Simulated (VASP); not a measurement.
# Hf (I4/mmm) in VASP: notebook

The runs below take Hf through single point, with r2SCAN.

All numbers are computed with VASP 6.6.1; they aren't measurements. Logs are shortened: lines on timing, memory, paths and dates and some standing lists are left out, and cuts for length are marked.

### 1 The cell of the first run

The structure is tetragonal, space group I4/mmm (No. 139). The conventional cell has a = 3.140 Å, b = 3.140 Å, c = 4.262 Å, α = 90.00°, β = 90.00°, γ = 90.00°. Within 4.1 Å of Hf (site symmetry 4/mmm) lie 12 Hf at 3.08 to 3.14 Å.

### 2 Single point, r2SCAN (strain +0.000 along x and y, -0.040 along z)

POSCAR

```
Hf
1.0
    0.0000000000      2.2200000000      2.1312000000
    2.2200000000      0.0000000000      2.1312000000
    2.2200000000      2.2200000000      0.0000000000
Hf
1
Direct
    0.0000000000      0.0000000000      0.0000000000
```

INCAR.step1

```
SYSTEM = Hf
PREC = Accurate
ENCUT = 520
ISMEAR = 0
SIGMA = 0.15
LREAL = .FALSE.
LASPH = .TRUE.
NELM = 100
NBANDS = 11
GGA = PE
ALGO = Normal
EDIFF = 1E-4
LWAVE = .TRUE.
LCHARG = .FALSE.
```

INCAR.step2

```
SYSTEM = Hf
PREC = Accurate
ENCUT = 520
EDIFF = 1E-6
ISMEAR = 0
SIGMA = 0.15
LREAL = .FALSE.
LASPH = .TRUE.
NELM = 100
ALGO = Normal
ISIF = 2
LWAVE = .FALSE.
LCHARG = .FALSE.
METAGGA = R2SCAN
LMIXTAU = .TRUE.
NBANDS = 11
ISTART = 1
```

KPOINTS

```
Automatic mesh
0
G
  18 18 18
  0 0 0
```

Potentials or basis: VASP PAW PBE potentials, release 64 (Hf_pv).

Started as:

```sh
> cat potpaw_PBE.64/Hf_pv/POTCAR > POTCAR
> cp INCAR.step1 INCAR
> mpirun -np 1 vasp_std > vasp.out
> cp INCAR.step2 INCAR
> mpirun -np 1 vasp_std > vasp.out
```

OUTCAR:

```text
SYSTEM = Hf
   PREC = Accurate
   ENCUT = 520
   EDIFF = 1E-6
   ISMEAR = 0
   LREAL = .FALSE.
   LASPH = .TRUE.
   NELM = 100
   ISIF = 2
   METAGGA = R2SCAN
   ISTART = 1

 ion  position               nearest neighbor table
   1  0.000  0.000  0.000-

  LATTYP: Found a body centered tetragonal cell.
 ALAT       =     3.1395541085
 C/A-ratio  =     1.3576450199

  Lattice vectors:

 A1 = (   0.0000000000,  -2.2200000000,  -2.1312000000)
 A2 = (   0.0000000000,   2.2200000000,  -2.1312000000)
 A3 = (   2.2200000000,   0.0000000000,   2.1312000000)

Analysis of symmetry for initial positions (statically):
=====================================================================
 Subroutine PRICEL returns:
 Original cell was already a primitive cell.

 Routine SETGRP: Setting up the symmetry group for a
 body centered tetragonal supercell.

 Subroutine GETGRP returns: Found 16 space group operations
 (whereof 16 operations were pure point group operations)
 out of a pool of 16 trial point group operations.

The static configuration has the point symmetry D_4h.

Analysis of symmetry for dynamics (positions and initial velocities):
=====================================================================
 Subroutine PRICEL returns:
 Original cell was already a primitive cell.

 Routine SETGRP: Setting up the symmetry group for a
 body centered tetragonal supercell.

 Subroutine GETGRP returns: Found 16 space group operations
 (whereof 16 operations were pure point group operations)
 out of a pool of 16 trial point group operations.

The dynamic configuration has the point symmetry D_4h.

 Subroutine INISYM returns: Found 16 space group operations
 (whereof 16 operations are pure point group operations),
 and found     1 'primitive' translations

----------------------------------------------------------------------------------------

                                     Primitive cell

  volume of cell :      21.0068

  direct lattice vectors                    reciprocal lattice vectors
     0.000000000  2.220000000  2.131200000    -0.225225225  0.225225225  0.234609610
     2.220000000  0.000000000  2.131200000     0.225225225 -0.225225225  0.234609610
     2.220000000  2.220000000  0.000000000     0.225225225  0.225225225 -0.234609610

  length of vectors
     3.077403685  3.077403685  3.139554108     0.395593823  0.395593823  0.395593823

  position of ions in fractional coordinates (direct lattice)
     0.000000000  0.000000000  0.000000000

  ion indices of the primitive-cell ions
   primitive index   ion index
                 1           1

----------------------------------------------------------------------------------------
[... 76 lines left out ...]
   ISIF   =      2    stress and relaxation
   ISYM   =      2    0-nonsym 1-usesym 2-fastsym
   POTIM  = 0.5000    time-step for ionic-motion
   TEBEG  =    0.0;   TEEND  =   0.0 temperature during run
   PSTRESS=    0.0 pullay stress
   NELECT =      10.0000    total number of electrons
   NUPDOWN=      -1.0000    fix difference up-down
   EMIN   =  10.00;   EMAX   =-10.00  energy-range for DOS
   EFERMI =   0.00;   METHOD = LEGACY
   ISMEAR =     0;   SIGMA  =   0.15  broadening in eV -4-tet -1-fermi 0-gaus
   EFERMI_NEDOS =   21; number of points for ismear=-14 and -15
   IALGO  =     38    algorithm
   IMIX   =      4    mixing-type and parameters
     AMIX     =   0.40;   BMIX     =  1.00
     AMIX_MAG =   1.60;   BMIX_MAG =  1.00
  volume/ion in A,a.u.               =      21.01       141.76
  Fermi-wavevector in a.u.,A,eV,Ry     =   1.278267  2.415574 22.231451  1.633966
  Thomas-Fermi vector in A             =   2.410819
   LORBIT       =      0    0 simple, 1 ext, 2 COOP (PROOUT), +10 PAW based schemes
   METAGGA = R2SCAN    functional components
   LHFCALC =     F    Hartree Fock is set to
   AEXX    =    0.0000 exact exchange contribution
   IVDW    =     0    specifies the selected vdW correction
   LEPSILON=     F    determine dielectric tensor
   LRPA    =     F    only Hartree local field effects (RPA)
 non-spin polarized calculation
 Gauss-broadening in eV      SIGMA  =   0.15
  energy-cutoff  :      520.00
  volume of cell :       21.01
 maximum number of plane-waves:       580
   NGX = 11   NGY = 11   NGZ = 11

 number of electron      10.0000002 magnetization

 Free energy of the ion-electron system (eV)
  ---------------------------------------------------
  ext. energy  EPLUGINS =         0.00000000
  ---------------------------------------------------
  free energy    TOTEN  =       -45.04074667 eV

  energy without entropy =      -45.02575320  energy(sigma->0) =      -45.03324993

 E-fermi :   5.0529     XC(G=0): -12.4924

 val. band max:        5.0501656123   @ k =   0.5000   0.2778   0.1667
 cond. band min:       5.0537650799   @ k =  -0.1667   0.1667   0.0000
 fundamental gap:      0.0035994675
 Fermi energy:         5.0528681955

 k-point     1 :       0.0000    0.0000    0.0000
  band No.  band energies     occupation
      1     -25.8199      2.00000
      2     -25.8195      2.00000
      3     -25.8195      2.00000
      4      -2.7110      2.00000
      5       6.5391      0.00000
      6       6.5391      0.00000
      7       7.0170      0.00000
      8       9.5380      0.00000
      9      10.2429      0.00000
     10      17.1246      0.00000
     11      17.2693      0.00000
[... 309 lines left out ...]
 k-point    24 :      -0.2222    0.0556    0.0000
  band No.  band energies     occupation
      1     -26.3203      2.00000
      2     -25.9088      2.00000
      3     -25.8858      2.00000
      4      -0.6806      2.00000
      5       5.1985      0.16974
      6       6.9875      0.00000
      7       7.2293      0.00000
      8       9.1420      0.00000
      9      10.3741      0.00000
     10      17.2691      0.00000
     11      17.8893      0.00000

 [... further k-points ...]
[... 5 lines left out ...]
  --------------------------------------------------------------------------------------
  -------------------------------------------------------------------------------------
  Total        0.8228314      0.8228314      1.1165761      0.0000000     -0.0000000      0.0000000
  in kB       62.7568692     62.7568692     85.1606057      0.0000000     -0.0000000      0.0000000
  external PRESSURE =      70.2247814 kB  Pullay stress =       0.0000000 kB

 VOLUME and BASIS-vectors are now :
 -----------------------------------------------------------------------------
  energy-cutoff  :      520.00
  volume of cell :       21.01
      direct lattice vectors                 reciprocal lattice vectors
     0.000000000  2.220000000  2.131200000    -0.225225225  0.225225225  0.234609610
     2.220000000  0.000000000  2.131200000     0.225225225 -0.225225225  0.234609610
     2.220000000  2.220000000  0.000000000     0.225225225  0.225225225 -0.234609610

 POSITION                                       TOTAL-FORCE (eV/Angst)
 -----------------------------------------------------------------------------------
      0.00000      0.00000      0.00000        -0.000000      0.000000      0.000000
 -----------------------------------------------------------------------------------
    total drift:                                0.000000      0.000000     -0.000000

  FREE ENERGIE OF THE ION-ELECTRON SYSTEM (eV)
  ---------------------------------------------------
  free  energy   TOTEN  =       -45.0407466716 eV

  energy  without entropy=      -45.0257531974  energy(sigma->0) =      -45.03324993
```

Run time: 2.4 min. Hardware: 1 thread of Intel Xeon Platinum 8559C (Emerald Rapids), shared host; peak memory 0.23 GiB.

What came out:

```
Free energy            : -45.0407 eV
Pressure               : 7.0 GPa
Band gap on the k mesh : zero (band 5 reaches 6.63 eV, above the bottom of band 6 at 4.29 eV)
```

Stress tensor (GPa, compression positive):
```
6.28 0.00 0.00
0.00 6.28 0.00
0.00 0.00 8.52
```

Caveat: the cell differs from its parent crystal (strain +0.000 along x and y, -0.040 along z); the PAW data sets were made with another functional, which shifts forces and pressure a little; spin-orbit coupling is left out, which moves the levels of the heavy elements.

### 3 Single point, r2SCAN (strain -0.040 along x and y, +0.080 along z)

POSCAR

```
Hf
1.0
    0.0000000000      2.1312000000      2.3976000000
    2.1312000000      0.0000000000      2.3976000000
    2.1312000000      2.1312000000      0.0000000000
Hf
1
Direct
    0.0000000000      0.0000000000      0.0000000000
```

INCAR.step1

```
ALGO     = Normal         # electronic algorithm
EDIFF    = 1E-4           # SCF threshold, eV
ENCUT    = 520            # plane-wave cutoff, eV
GGA      = PE             # functional
ISMEAR   = 0              # smearing method
LASPH    = T              # aspherical terms in the spheres
LCHARG   = F              # write CHGCAR
LREAL    = F              # projectors in reciprocal space
LWAVE    = T              # write WAVECAR
NBANDS   = 11             # bands
NELM     = 100            # most SCF steps
PREC     = Accurate       # precision mode
SIGMA    = 0.15           # smearing width, eV
```

INCAR.step2

```
ALGO     = Normal         # electronic algorithm
EDIFF    = 1E-7           # SCF threshold, eV
ENCUT    = 520            # plane-wave cutoff, eV
ISIF     = 2              # what is computed and relaxed
ISMEAR   = 0              # smearing method
ISTART   = 1            
LASPH    = T              # aspherical terms in the spheres
LCHARG   = F              # write CHGCAR
LMIXTAU  = T            
LREAL    = F              # projectors in reciprocal space
LWAVE    = F              # write WAVECAR
METAGGA  = R2SCAN         # meta-GGA
NBANDS   = 11             # bands
NELM     = 100            # most SCF steps
PREC     = Accurate       # precision mode
SIGMA    = 0.15           # smearing width, eV
```

KPOINTS

```
k-points
0
Gamma
  18 18 18
```

Potentials or basis: VASP PAW PBE potentials, release 64 (Hf_pv).

Started as:

```sh
> cat potpaw_PBE.64/Hf_pv/POTCAR > POTCAR
> cp INCAR.step1 INCAR
> mpirun -np 1 vasp_std > vasp.out
> cp INCAR.step2 INCAR
> mpirun -np 1 vasp_std > vasp.out
```

OUTCAR:

```text
EDIFF = 1E-7
   ENCUT = 520
   ISIF = 2
   ISMEAR = 0
   ISTART = 1
   LASPH = T
   LREAL = F
   METAGGA = R2SCAN
   NELM = 100
   PREC = Accurate

 ion  position               nearest neighbor table
   1  0.000  0.000  0.000-

  LATTYP: Found a body centered tetragonal cell.
 ALAT       =     3.0139719441
 C/A-ratio  =     1.5909902577

  Lattice vectors:

 A1 = (  -2.1312000000,   0.0000000000,   2.3976000000)
 A2 = (   2.1312000000,   0.0000000000,   2.3976000000)
 A3 = (   0.0000000000,   2.1312000000,  -2.3976000000)

Analysis of symmetry for initial positions (statically):
=====================================================================
 Subroutine PRICEL returns:
 Original cell was already a primitive cell.

 Routine SETGRP: Setting up the symmetry group for a
 body centered tetragonal supercell.

 Subroutine GETGRP returns: Found 16 space group operations
 (whereof 16 operations were pure point group operations)
 out of a pool of 16 trial point group operations.

The static configuration has the point symmetry D_4h.

Analysis of symmetry for dynamics (positions and initial velocities):
=====================================================================
 Subroutine PRICEL returns:
 Original cell was already a primitive cell.

 Routine SETGRP: Setting up the symmetry group for a
 body centered tetragonal supercell.

 Subroutine GETGRP returns: Found 16 space group operations
 (whereof 16 operations were pure point group operations)
 out of a pool of 16 trial point group operations.

The dynamic configuration has the point symmetry D_4h.

 Subroutine INISYM returns: Found 16 space group operations
 (whereof 16 operations are pure point group operations),
 and found     1 'primitive' translations

----------------------------------------------------------------------------------------

                                     Primitive cell

  volume of cell :      21.7799

[... 106 lines left out ...]
     AMIX_MAG =   1.60;   BMIX_MAG =  1.00
  volume/ion in A,a.u.               =      21.78       146.98
  Fermi-wavevector in a.u.,A,eV,Ry     =   1.262961  2.386649 21.702236  1.595069
  Thomas-Fermi vector in A             =   2.396342
   LORBIT       =      0    0 simple, 1 ext, 2 COOP (PROOUT), +10 PAW based schemes
   METAGGA = R2SCAN    functional components
   LHFCALC =     F    Hartree Fock is set to
   AEXX    =    0.0000 exact exchange contribution
   IVDW    =     0    specifies the selected vdW correction
   LEPSILON=     F    determine dielectric tensor
   LRPA    =     F    only Hartree local field effects (RPA)
 non-spin polarized calculation
 Gauss-broadening in eV      SIGMA  =   0.15
  energy-cutoff  :      520.00
  volume of cell :       21.78
 maximum number of plane-waves:       628
   NGX = 11   NGY = 11   NGZ = 11

 number of electron      10.0000001 magnetization

 Free energy of the ion-electron system (eV)
  ---------------------------------------------------
  ext. energy  EPLUGINS =         0.00000000
  ---------------------------------------------------
  free energy    TOTEN  =       -45.03293311 eV

  energy without entropy =      -45.01578952  energy(sigma->0) =      -45.02436132

 E-fermi :   4.7535     XC(G=0): -12.3059

 val. band max:        4.7502144379   @ k =   0.3333   0.0556   0.1111
 cond. band min:       4.7556034994   @ k =  -0.3333   0.5000   0.1667
 fundamental gap:      0.0053890615
 Fermi energy:         4.7534749814

 k-point     1 :       0.0000    0.0000    0.0000
  band No.  band energies     occupation
      1     -26.2437      2.00000
      2     -26.2344      2.00000
      3     -26.2344      2.00000
      4      -2.8414      2.00000
      5       5.5099      0.00000
      6       7.0022      0.00000
      7       7.0022      0.00000
      8       8.2426      0.00000
      9      10.4776      0.00000
     10      16.8618      0.00000
     11      16.9365      0.00000
[... 309 lines left out ...]
 k-point    24 :      -0.2222    0.0556    0.0000
  band No.  band energies     occupation
      1     -26.7447      2.00000
      2     -26.3382      2.00000
      3     -26.2464      2.00000
      4      -0.7830      2.00000
      5       4.9218      0.11247
      6       6.1015      0.00000
      7       7.6647      0.00000
      8       9.2709      0.00000
      9       9.3995      0.00000
     10      16.8609      0.00000
     11      17.1488      0.00000

 [... further k-points ...]
[... 5 lines left out ...]
  --------------------------------------------------------------------------------------
  -------------------------------------------------------------------------------------
  Total        0.6332066      0.6332066     -0.2458520      0.0000000      0.0000000     -0.0000000
  in kB       46.5801455     46.5801455    -18.0854465      0.0000000      0.0000000     -0.0000000
  external PRESSURE =      25.0249482 kB  Pullay stress =       0.0000000 kB

 VOLUME and BASIS-vectors are now :
 -----------------------------------------------------------------------------
  energy-cutoff  :      520.00
  volume of cell :       21.78
      direct lattice vectors                 reciprocal lattice vectors
     0.000000000  2.131200000  2.397600000    -0.234609610  0.234609610  0.208541875
     2.131200000  0.000000000  2.397600000     0.234609610 -0.234609610  0.208541875
     2.131200000  2.131200000  0.000000000     0.234609610  0.234609610 -0.208541875

 POSITION                                       TOTAL-FORCE (eV/Angst)
 -----------------------------------------------------------------------------------
      0.00000      0.00000      0.00000        -0.000000      0.000000      0.000000
 -----------------------------------------------------------------------------------
    total drift:                                0.000000      0.000000     -0.000000

  FREE ENERGIE OF THE ION-ELECTRON SYSTEM (eV)
  ---------------------------------------------------
  free  energy   TOTEN  =       -45.0329331128 eV

  energy  without entropy=      -45.0157895185  energy(sigma->0) =      -45.02436132
```

OUTCAR.step1:

```text
EDIFF = 1E-4
   ENCUT = 520
   GGA = PE
   ISMEAR = 0
   LASPH = T
[... 552 lines left out ...]

 POSITION                                       TOTAL-FORCE (eV/Angst)
 -----------------------------------------------------------------------------------
      0.00000      0.00000      0.00000        -0.000000      0.000000      0.000000
 -----------------------------------------------------------------------------------
    total drift:                                0.000000      0.000000     -0.000000

  FREE ENERGIE OF THE ION-ELECTRON SYSTEM (eV)
  ---------------------------------------------------
  free  energy   TOTEN  =        -9.8193599599 eV

  energy  without entropy=       -9.8001287916  energy(sigma->0) =       -9.80974438
```

OSZICAR.step1:

```text
N       E                     dE             d eps       ncg     rms          rms(c)
DAV:   1     0.130958040238E+02    0.13096E+02   -0.57626E+03 10624   0.845E+02
DAV:   2    -0.970931559889E+01   -0.22805E+02   -0.22112E+02 13149   0.155E+02
DAV:   3    -0.101472364657E+02   -0.43792E+00   -0.43176E+00 13349   0.149E+01
DAV:   4    -0.101488815251E+02   -0.16451E-02   -0.16439E-02 12075   0.109E+00
DAV:   5    -0.101488903430E+02   -0.88179E-05   -0.88168E-05 13543   0.710E-02    0.465E+01
DAV:   6    -0.990366405803E+01    0.24523E+00   -0.20548E-01 11892   0.341E+00    0.275E+01
DAV:   7    -0.982366053652E+01    0.80004E-01   -0.31048E-01 12324   0.405E+00    0.129E+00
DAV:   8    -0.981932539738E+01    0.43351E-02   -0.22482E-02 12098   0.108E+00    0.997E-02
DAV:   9    -0.981935995986E+01   -0.34562E-04   -0.41306E-04 12359   0.160E-01
   1 F= -.98193600E+01 E0= -.98097444E+01  d E =-.192312E-01
```

Run time: 2.2 min. Hardware: 1 thread of Intel Xeon Platinum 8559C (Emerald Rapids), shared host; peak memory 0.24 GiB.

What came out:

```yaml
Free_energy: -45.0329 eV
Pressure: 2.5 GPa
Band_gap_on_the_k_mesh: zero (band 5 reaches 5.97 eV, above the bottom of band 6 at 3.96 eV)
```

Caveat: the cell differs from its parent crystal (strain -0.040 along x and y, +0.080 along z); the PAW data sets were made with another functional, which shifts forces and pressure a little; spin-orbit coupling is left out, which moves the levels of the heavy elements.

(Continued in part 2 of 2.)
